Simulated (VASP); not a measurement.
# Si (Fm-3m) in VASP: further runs

Runs on Si. Level: PBEsol. Tasks: single point, relaxation of cell and atoms.

All numbers are computed with VASP 6.6.1; they aren't measurements. Logs are shortened: lines on timing, memory, paths and dates and some standing lists are left out, and cuts for length are marked.

**1. The cell of the first run**

The structure is cubic, space group Fm-3m (No. 225). Conventional cell: a = 3.849 Å, b = 3.849 Å, c = 3.849 Å, α = 90.00°, β = 90.00°, γ = 90.00°. Si (site symmetry m-3m) has 12 Si at 2.72 Å within 3.6 Å.

**2. Single point, PBEsol**

INCAR

```
SYSTEM = Si
ALGO = Normal
EDIFF = 1E-7
ENCUT = 520
GGA = PS
ISIF = 2
ISMEAR = -1
LASPH = .TRUE.
LCHARG = .FALSE.
LREAL = .FALSE.
LWAVE = .FALSE.
NBANDS = 8
NELM = 60
PREC = Accurate
SIGMA = 0.08
```

KPOINTS

```
k-points
0
G
  16 16 16
  0 0 0
```

POSCAR

```
Si
1.0
    0.0000000000      1.9244330596      1.9244330596
    1.9244330596      0.0000000000      1.9244330596
    1.9244330596      1.9244330596      0.0000000000
Si
1
Direct
    0.0000000000      0.0000000000      0.0000000000
```

Potentials or basis: VASP PAW PBE potentials, release 64 (Si).

Run with:

```sh
$ cat potpaw_PBE.64/Si/POTCAR > POTCAR
$ mpirun -np 1 vasp_std > vasp.out
```

OUTCAR:

```text
SYSTEM = Si
   EDIFF = 1E-7
   ENCUT = 520
   GGA = PS
   ISIF = 2
   ISMEAR = -1
   LASPH = .TRUE.
   LREAL = .FALSE.
   NELM = 60
   PREC = Accurate

 ion  position               nearest neighbor table
   1  0.000  0.000  0.000-

  LATTYP: Found a face centered cubic cell.
 ALAT       =     3.8488661192

  Lattice vectors:

 A1 = (   0.0000000000,   1.9244330596,   1.9244330596)
 A2 = (   1.9244330596,   0.0000000000,   1.9244330596)
 A3 = (   1.9244330596,   1.9244330596,   0.0000000000)

Analysis of symmetry for initial positions (statically):
=====================================================================
 Subroutine PRICEL returns:
 Original cell was already a primitive cell.

 Routine SETGRP: Setting up the symmetry group for a
 face centered cubic supercell.

 Subroutine GETGRP returns: Found 48 space group operations
 (whereof 48 operations were pure point group operations)
 out of a pool of 48 trial point group operations.

The static configuration has the point symmetry O_h .

Analysis of symmetry for dynamics (positions and initial velocities):
=====================================================================
 Subroutine PRICEL returns:
 Original cell was already a primitive cell.

 Routine SETGRP: Setting up the symmetry group for a
 face centered cubic supercell.

 Subroutine GETGRP returns: Found 48 space group operations
 (whereof 48 operations were pure point group operations)
 out of a pool of 48 trial point group operations.

The dynamic configuration has the point symmetry O_h .

 Subroutine INISYM returns: Found 48 space group operations
 (whereof 48 operations are pure point group operations),
 and found     1 'primitive' translations

----------------------------------------------------------------------------------------

                                     Primitive cell

  volume of cell :      14.2541

  direct lattice vectors                    reciprocal lattice vectors
     0.000000000  1.924433060  1.924433060    -0.259816780  0.259816780  0.259816780
     1.924433060  0.000000000  1.924433060     0.259816780 -0.259816780  0.259816780
     1.924433060  1.924433060  0.000000000     0.259816780  0.259816780 -0.259816780

  length of vectors
     2.721559333  2.721559333  2.721559333     0.450015863  0.450015863  0.450015863

  position of ions in fractional coordinates (direct lattice)
     0.000000000  0.000000000  0.000000000

  ion indices of the primitive-cell ions
   primitive index   ion index
                 1           1

----------------------------------------------------------------------------------------

 KPOINTS: k-points

Automatic generation of k-mesh.
 Grid dimensions read from file:
 generate k-points for:   16   16   16

 Generating k-lattice:

  Cartesian coordinates                     Fractional coordinates (reciprocal lattice)
    -0.016238549  0.016238549  0.016238549     0.062500000  0.000000000  0.000000000
     0.016238549 -0.016238549  0.016238549     0.000000000  0.062500000  0.000000000
     0.016238549  0.016238549 -0.016238549     0.000000000  0.000000000  0.062500000

  Length of vectors
     0.028125991  0.028125991  0.028125991

  Shift w.r.t. Gamma in fractional coordinates (k-lattice)
     0.000000000  0.000000000  0.000000000

 Subroutine IBZKPT returns following result:
 ===========================================

 Found    145 irreducible k-points:

 Following reciprocal coordinates:
            Coordinates               Weight
  0.000000  0.000000  0.000000      1.000000
  0.062500  0.000000  0.000000      8.000000
  0.125000  0.000000  0.000000      8.000000
  0.187500  0.000000  0.000000      8.000000
  0.250000  0.000000  0.000000      8.000000
  0.312500  0.000000  0.000000      8.000000
[... 16 lines left out ...]
 -0.125000  0.062500  0.000000     24.000000
 -0.062500  0.062500  0.000000     12.000000
 [... further k-points ...]
   k-points           NKPTS =    145   k-points in BZ     NKDIM =    145   number of bands    NBANDS=      8
   number of dos      NEDOS =    301   number of ions     NIONS =      1
   total plane-waves  NPLWV =   8000
   dimension x,y,z NGX =    20 NGY =   20 NGZ =   20
   dimension x,y,z NGXF=    40 NGYF=   40 NGZF=   40
   ions per type =               1
   NGX,Y,Z   is equivalent  to a cutoff of  12.22, 12.22, 12.22 a.u.
   NGXF,Y,Z  is equivalent  to a cutoff of  24.43, 24.43, 24.43 a.u.
 SYSTEM =  Si
   PREC   = accura    normal or accurate (medium, high low for compatibility)
   ISTART =      0    job   : 0-new  1-cont  2-samecut
   ICHARG =      2    charge: 1-file 2-atom 10-const
   ISPIN  =      1    spin polarized calculation?
   LNONCOLLINEAR =      F non collinear calculations
   LSORBIT =      F    spin-orbit coupling
   LASPH  =      T    aspherical Exc in radial PAW
   ENCUT  =  520.0 eV  38.22 Ry    6.18 a.u.   5.06  5.06  5.06*2*pi/ulx,y,z
   NELM   =     60;   NELMIN=  2; NELMDL= -5     # of ELM steps
   EDIFF  = 0.1E-06   stopping-criterion for ELM
   LREAL  =      F    real-space projection
   EDIFFG = 0.1E-05   stopping-criterion for IOM
   NSW    =      0    number of steps for IOM
   IBRION =     -1    ionic relax: 0-MD 1-quasi-New 2-CG
   NFREE  =      0    steps in history (QN), initial steepest desc. (CG)
   ISIF   =      2    stress and relaxation
   ISYM   =      2    0-nonsym 1-usesym 2-fastsym
   POTIM  = 0.5000    time-step for ionic-motion
   TEBEG  =    0.0;   TEEND  =   0.0 temperature during run
   PSTRESS=    0.0 pullay stress
   NELECT =       4.0000    total number of electrons
   NUPDOWN=      -1.0000    fix difference up-down
   EMIN   =  10.00;   EMAX   =-10.00  energy-range for DOS
   EFERMI =   0.00;   METHOD = LEGACY
   ISMEAR =    -1;   SIGMA  =   0.08  broadening in eV -4-tet -1-fermi 0-gaus
   EFERMI_NEDOS =   21; number of points for ismear=-14 and -15
   IALGO  =     38    algorithm
   IMIX   =      4    mixing-type and parameters
     AMIX     =   0.40;   BMIX     =  1.00
     AMIX_MAG =   1.60;   BMIX_MAG =  1.00
  volume/ion in A,a.u.               =      14.25        96.19
  Fermi-wavevector in a.u.,A,eV,Ry     =   1.071804  2.025416 15.629879  1.148764
  Thomas-Fermi vector in A             =   2.207555
   LORBIT       =      0    0 simple, 1 ext, 2 COOP (PROOUT), +10 PAW based schemes
[... 34 lines left out ...]
      4      21.6293      0.00000
      5      22.3065      0.00000
      6      22.3065      0.00000
      7      22.3065      0.00000
      8      27.6690      0.00000

 k-point     2 :       0.0625    0.0000    0.0000
  band No.  band energies     occupation
      1      -4.1573      2.00000
      2      19.5803      0.00000
      3      20.9709      0.00000
      4      20.9709      0.00000
      5      23.1080      0.00000
      6      23.1080      0.00000
      7      23.3667      0.00000
      8      28.6046      0.00000

 k-point     3 :       0.1250    0.0000    0.0000
  band No.  band energies     occupation
      1      -3.8129      2.00000
      2      16.9091      0.00000
      3      20.2304      0.00000
      4      20.2304      0.00000
      5      23.6978      0.00000
      6      24.1718      0.00000
      7      24.1718      0.00000
      8      27.6536      0.00000

 k-point     4 :       0.1875    0.0000    0.0000
  band No.  band energies     occupation
      1      -3.2402      2.00000
      2      14.2203      0.00000
      3      19.6560      0.00000
      4      19.6560      0.00000
      5      23.6551      0.00000
      6      24.5900      0.00000
      7      24.5900      0.00000
      8      27.3843      0.00000

 k-point     5 :       0.2500    0.0000    0.0000
  band No.  band energies     occupation
      1      -2.4414      2.00000
      2      11.6328      0.00000
      3      19.2599      0.00000
      4      19.2599      0.00000
      5      23.5587      0.00000
      6      23.8549      0.00000
      7      23.8549      0.00000
      8      28.5374      0.00000

 k-point     6 :       0.3125    0.0000    0.0000
  band No.  band energies     occupation
      1      -1.4195      2.00000
      2       9.1955      2.00000
      3      19.0355      0.00000
      4      19.0355      0.00000
      5      22.8735      0.00000
      6      22.8735      0.00000
      7      23.5252      0.00000
      8      28.0737      0.00000

 k-point     7 :       0.3750    0.0000    0.0000
  band No.  band energies     occupation
      1      -0.1790      2.00000
      2       6.9342      2.00000
      3      18.9609      0.00000
      4      18.9609      0.00000
      5      22.0209      0.00000
      6      22.0209      0.00000
      7      23.5869      0.00000
      8      27.1052      0.00000

 k-point     8 :       0.4375    0.0000    0.0000
  band No.  band energies     occupation
      1       1.2701      2.00000
      2       4.8693      2.00000
      3      18.9842      0.00000
      4      18.9842      0.00000
      5      21.4263      0.00000
      6      21.4263      0.00000
      7      23.7099      0.00000
      8      26.4174      0.00000

 k-point     9 :       0.5000    0.0000    0.0000
  band No.  band energies     occupation
      1       2.6735      2.00000
      2       3.2602      2.00000
      3      19.0126      0.00000
      4      19.0126      0.00000
      5      21.2055      0.00000
      6      21.2055      0.00000
      7      23.7807      0.00000
      8      26.1552      0.00000

 k-point    10 :       0.0625    0.0625    0.0000
  band No.  band energies     occupation
      1      -4.1190      2.00000
      2      20.0142      0.00000
      3      20.0142      0.00000
      4      21.2741      0.00000
      5      21.4715      0.00000
      6      24.1144      0.00000
      7      24.1144      0.00000
      8      27.6377      0.00000
[... 78 lines left out ...]
 k-point    18 :      -0.4375    0.0625    0.0000
  band No.  band energies     occupation
      1       1.8922      2.00000
      2       4.3294      2.00000
      3      17.4856      0.00000
      4      18.6891      0.00000
      5      21.2795      0.00000
      6      21.7987      0.00000
      7      24.4558      0.00000
      8      27.3772      0.00000

 k-point    19 :      -0.3750    0.0625    0.0000
  band No.  band energies     occupation
      1       0.3818      2.00000
      2       6.3185      2.00000
      3      17.2365      0.00000
      4      19.2074      0.00000
      5      21.7379      0.00000
      6      21.9910      0.00000
      7      24.3042      0.00000
      8      27.9197      0.00000

 k-point    20 :      -0.3125    0.0625    0.0000
  band No.  band energies     occupation
      1      -0.9293      2.00000
      2       8.5148      2.00000
      3      17.1646      0.00000
      4      19.7227      0.00000
      5      22.0509      0.00000
      6      22.9012      0.00000
      7      24.1988      0.00000
      8      28.6930      0.00000

 k-point    21 :      -0.2500    0.0625    0.0000
  band No.  band energies     occupation
      1      -2.0242      2.00000
      2      10.8919      0.00229
      3      17.2812      0.00000
      4      20.1960      0.00000
      5      22.7305      0.00000
      6      23.9583      0.00000
      7      24.1737      0.00000
      8      27.7945      0.00000

 k-point    22 :      -0.1875    0.0625    0.0000
  band No.  band energies     occupation
      1      -2.8974      2.00000
      2      13.4259      0.00000
      3      17.5908      0.00000
      4      20.6870      0.00000
      5      23.5027      0.00000
      6      24.1954      0.00000
      7      25.0111      0.00000
      8      26.3566      0.00000

 k-point    23 :      -0.1250    0.0625    0.0000
  band No.  band energies     occupation
      1      -3.5454      2.00000
      2      16.0715      0.00000
      3      18.0943      0.00000
      4      21.2546      0.00000
      5      23.3913      0.00000
      6      24.1386      0.00000
      7      25.3675      0.00000
      8      26.2480      0.00000

 k-point    24 :      -0.0625    0.0625    0.0000
  band No.  band energies     occupation
      1      -3.9659      2.00000
      2      18.6228      0.00000
      3      18.8807      0.00000
      4      21.7082      0.00000
      5      22.6030      0.00000
      6      23.7723      0.00000
      7      24.5859      0.00000
      8      27.3843      0.00000

 [... further k-points ...]
[... 5 lines left out ...]
  --------------------------------------------------------------------------------------
  -------------------------------------------------------------------------------------
  Total       -0.0953782     -0.0953782     -0.0953782     -0.0000000      0.0000000     -0.0000000
  in kB      -10.7206586    -10.7206586    -10.7206586     -0.0000000      0.0000000     -0.0000000
  external PRESSURE =     -10.7206586 kB  Pullay stress =       0.0000000 kB

 VOLUME and BASIS-vectors are now :
 -----------------------------------------------------------------------------
  energy-cutoff  :      520.00
  volume of cell :       14.25
      direct lattice vectors                 reciprocal lattice vectors
     0.000000000  1.924433060  1.924433060    -0.259816780  0.259816780  0.259816780
     1.924433060  0.000000000  1.924433060     0.259816780 -0.259816780  0.259816780
     1.924433060  1.924433060  0.000000000     0.259816780  0.259816780 -0.259816780

 POSITION                                       TOTAL-FORCE (eV/Angst)
 -----------------------------------------------------------------------------------
      0.00000      0.00000      0.00000        -0.000000      0.000000      0.000000
 -----------------------------------------------------------------------------------
    total drift:                                0.000000      0.000000     -0.000000

  FREE ENERGIE OF THE ION-ELECTRON SYSTEM (eV)
  ---------------------------------------------------
  free  energy   TOTEN  =        -5.3436138735 eV

  energy  without entropy=       -5.3336085396  energy(sigma->0) =       -5.33861121
```

Wall time 6.9 s (1 thread of Intel Xeon Platinum 8559C (Emerald Rapids), shared host); peak memory 0.12 GiB.

What came out:

```
Free energy            : -5.3436 eV
Pressure               : -1.1 GPa
Band gap on the k mesh : zero (band 2 reaches 21.63 eV, above the bottom of band 3 at 7.18 eV)
```

Caveat: the PAW data sets were made with another functional, which shifts forces and pressure a little.

**3. Single point, PBEsol**

INCAR

```
SYSTEM = Si
PREC     = Accurate       ! precision mode
ENCUT    = 520            ! plane-wave cutoff, eV
EDIFF    = 1E-7           ! SCF threshold, eV
ISMEAR   = -1             ! smearing method
SIGMA    = 0.08           ! smearing width, eV
LREAL    = .FALSE.        ! projectors in reciprocal space
LASPH    = .TRUE.         ! aspherical terms in the spheres
NELM     = 60             ! most SCF steps
ALGO     = Normal         ! electronic algorithm
ISIF     = 2              ! what is computed and relaxed
LWAVE    = .FALSE.        ! write WAVECAR
LCHARG   = .TRUE.         ! write CHGCAR
GGA      = PS             ! functional
LELF     = .TRUE.         ! ELF
LVHAR    = .TRUE.       
NBANDS   = 8              ! bands
```

KPOINTS

```
regular mesh
0
G
  16 16 16
  0 0 0
```

POSCAR

```
Si
1.0
    0.0000000000      1.9246189225      1.9246189225
    1.9246189225      0.0000000000      1.9246189225
    1.9246189225      1.9246189225      0.0000000000
Si
1
Direct
    0.0000000000      0.0000000000      0.0000000000
```

Potentials or basis: VASP PAW PBE potentials, release 64 (Si).

Run with:

```sh
$ cat potpaw_PBE.64/Si/POTCAR > POTCAR
$ mpirun -np 1 vasp_std > vasp.out
```

It took 7.6 s on 1 thread of Intel Xeon Platinum 8559C (Emerald Rapids), shared host; peak memory 0.12 GiB.

Results (log left out):

```
Free energy            : -5.3436 eV
Pressure               : -1.1 GPa
Band gap on the k mesh : zero (band 2 reaches 21.62 eV, above the bottom of band 3 at 7.18 eV)
```

Levels at points of the mesh, in eV from the Fermi level:
```tsv
k point	band 1	band 2	band 3	band 4	band 5
(0.00, 0.00, 0.00)	-14.62	11.28	11.28	11.28	11.96
(0.50, 0.00, 0.00)	-7.68	-7.09	8.66	8.66	10.85
(0.50, 0.50, 0.00)	-5.46	-4.55	3.20	3.20	4.34
```

Caveat: the PAW data sets were made with another functional, which shifts forces and pressure a little.

**4. Relaxation of cell and atoms, PBEsol, target pressure -1.2 GPa, at which the enthalpy is minimised**

INCAR

```
PREC = Accurate
ENCUT = 600
EDIFF = 1E-7
ISMEAR = -1
SIGMA = 0.08
LREAL = F
LASPH = T
NELM = 80
ALGO = Normal
ISIF = 3
LWAVE = F
LCHARG = F
GGA = PS
IBRION = 2
NSW = 60
EDIFFG = -0.005
PSTRESS = -12.0
```

KPOINTS

```
regular mesh
0
Gamma
  16 16 16
```

POSCAR

```
Si
1.0
    0.0000000000      1.9245883954      1.9245883954
    1.9245883954      0.0000000000      1.9245883954
    1.9245883954      1.9245883954      0.0000000000
Si
1
Direct
    0.0000000000      0.0000000000      0.0000000000
```

Run with:

```sh
$ cat potpaw_PBE.64/Si/POTCAR > POTCAR
$ mpirun -np 1 vasp_std > vasp.out
```

It took 6.2 s on 1 thread of Intel Xeon 6975P-C (Granite Rapids), shared host; peak memory 0.13 GiB.

The run converged. Its results:

```yaml
Free_energy: -5.3434 eV
Relaxed_volume: 14.28 Å³/atom
Relaxed_cell: a = 2.723 Å, b = 2.723 Å, c = 2.723 Å, α = 60.00°, β = 60.00°, γ = 60.00°
Space_group_after_relaxing_to_0.05_Å: Fm-3m (No. 225)
Energy_change_on_relaxing_the_enthalpy_is_what_falls: +0.1 meV/atom
Ionic_steps: 2
Pressure_after_relaxing: -1.2 GPa
Band_gap_on_the_k_mesh: zero (band 2 reaches 21.59 eV, above the bottom of band 3 at 7.16 eV)
```

Step by step:
| step | energy change (eV) | largest force (eV/Å) | pressure (GPa) | volume (Å³) |
| --- | --- | --- | --- | --- |
| 1 | 0.0000 | 0.0000 | -1.09 | 14.26 |
| 2 | 0.0001 | 0.0000 | -1.22 | 14.28 |

Final structure:
```xyz
1
Lattice="0.0000 1.9255 1.9255 1.9255 0.0000 1.9255 1.9255 1.9255 0.0000" Properties=species:S:1:pos:R:3 pbc="T T T"
Si    0.0000    0.0000    0.0000
```

Levels at points of the mesh, in eV from the Fermi level:
```tsv
k point	band 1	band 2	band 3	band 4	band 5
(0.00, 0.00, 0.00)	-14.61	11.26	11.26	11.26	11.95
(0.50, 0.00, 0.00)	-7.67	-7.08	8.65	8.65	10.85
(0.50, 0.50, 0.00)	-5.45	-4.55	3.20	3.20	4.35
```

Caveat: the cell is relaxed towards a set pressure, so the enthalpy falls and the energy may rise; the PAW data sets were made with another functional, which shifts forces and pressure a little.

**5. Relaxation of cell and atoms, PBEsol, target pressure -1.2 GPa, at which the enthalpy is minimised**

INCAR

```
SYSTEM = Si
ALGO = Normal
EDIFF = 1E-7
EDIFFG = -0.005
ENCUT = 600
GGA = PS
IBRION = 2
ISIF = 3
ISMEAR = -1
LASPH = .True.
LCHARG = .False.
LREAL = .False.
LWAVE = .False.
NELM = 60
NSW = 32
PREC = Accurate
PSTRESS = -12.0
SIGMA = 0.08
```

KPOINTS

```
k-points
0
Gamma
  16 16 16
  0 0 0
```

POSCAR

```
Si
1.0
    0.0000000000      1.9244330596      1.9244330596
    1.9244330596      0.0000000000      1.9244330596
    1.9244330596      1.9244330596      0.0000000000
Si
1
Direct
    0.0000000000      0.0000000000      0.0000000000
```

Run with:

```sh
$ cat potpaw_PBE.64/Si/POTCAR > POTCAR
$ mpirun -np 1 vasp_std > vasp.out
```

Run time: 7.3 s. Hardware: 1 thread of Intel Xeon 6975P-C (Granite Rapids), shared host; peak memory 0.14 GiB.

Results (log left out):

| Property | Result |
| --- | --- |
| Free energy | -5.3434 eV |
| Relaxed volume | 14.28 Å³/atom |
| Relaxed cell | a = 2.723 Å, b = 2.723 Å, c = 2.723 Å, α = 60.00°, β = 60.00°, γ = 60.00° |
| Space group after relaxing (to 0.05 Å) | Fm-3m (No. 225) |
| Energy change on relaxing (the enthalpy is what falls) | +0.2 meV/atom |
| Ionic steps | 2 |
| Pressure after relaxing | -1.2 GPa |
| Band gap on the k mesh | zero (band 2 reaches 21.59 eV, above the bottom of band 3 at 7.16 eV) |

Step by step:
```
step  energy change (eV)  largest force (eV/Å)  pressure (GPa)  volume (Å³)
   1              0.0000                0.0000           -1.07        14.25
   2              0.0002                0.0000           -1.22        14.28
```

Final structure:
```xyz
1
Lattice="0.0000 1.9255 1.9255 1.9255 0.0000 1.9255 1.9255 1.9255 0.0000" Properties=species:S:1:pos:R:3 pbc="T T T"
Si    1.9255    3.8511    1.9255
```

Levels at points of the mesh, in eV from the Fermi level:
| k point | band 1 | band 2 | band 3 | band 4 | band 5 |
| --- | --- | --- | --- | --- | --- |
| (0.00, 0.00, 0.00) | -14.61 | 11.26 | 11.26 | 11.26 | 11.95 |
| (0.50, 0.00, 0.00) | -7.67 | -7.08 | 8.65 | 8.65 | 10.85 |
| (0.50, 0.50, 0.00) | -5.45 | -4.55 | 3.20 | 3.20 | 4.35 |

Caveat: the cell is relaxed towards a set pressure, so the enthalpy falls and the energy may rise; the PAW data sets were made with another functional, which shifts forces and pressure a little.
